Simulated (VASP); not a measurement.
Here is a VASP 6.6.1 calculation.

Contents of INCAR:

```
  PREC = Accurate
  ENCUT = 520
  EDIFF = 1E-6
  ISMEAR = -1
  SIGMA = 0.05
  LREAL = False
  LASPH = True
  NELM = 60
  ALGO = Normal
  ISIF = 2
  LWAVE = False
  LCHARG = False
  NBANDS = 35
```

File KPOINTS:

```
Automatic mesh
0
Gamma
  4 8 1
```

The input POSCAR:

```
Te2Mo
1.0
    6.4863781235      0.0000000000      0.0000000000
    0.0000000000      3.5486635872      0.0000000000
   -0.0874228505      0.0000000000     36.8854017842
Te Mo
4 2
Direct
    0.4292511000      0.7500000000      0.5407035800
    0.5707489000      0.2500000000      0.4592964200
    0.9208478700      0.2500000000      0.5565273200
    0.0791521300      0.7500000000      0.4434726800
    0.1813475600      0.2500000000      0.4974653700
    0.8186524400      0.7500000000      0.5025346300
```

Potentials or basis: VASP PAW LDA potentials, release 64 (Te, Mo_sv).

Command:

```bash
$ cat potpaw_LDA.64/Te/POTCAR potpaw_LDA.64/Mo_sv/POTCAR > POTCAR
$ mpirun -np 1 vasp_std > vasp.out
```

(1) Estimate the band gap on the k mesh.

(2) Estimate the largest force.

## Answers

(1) zero (band 26 reaches -2.48 eV, above the bottom of band 27 at -2.62 eV).

(2) 1.261 eV/Å.

Caveat: spin-orbit coupling is left out, which moves the levels of the heavy elements.
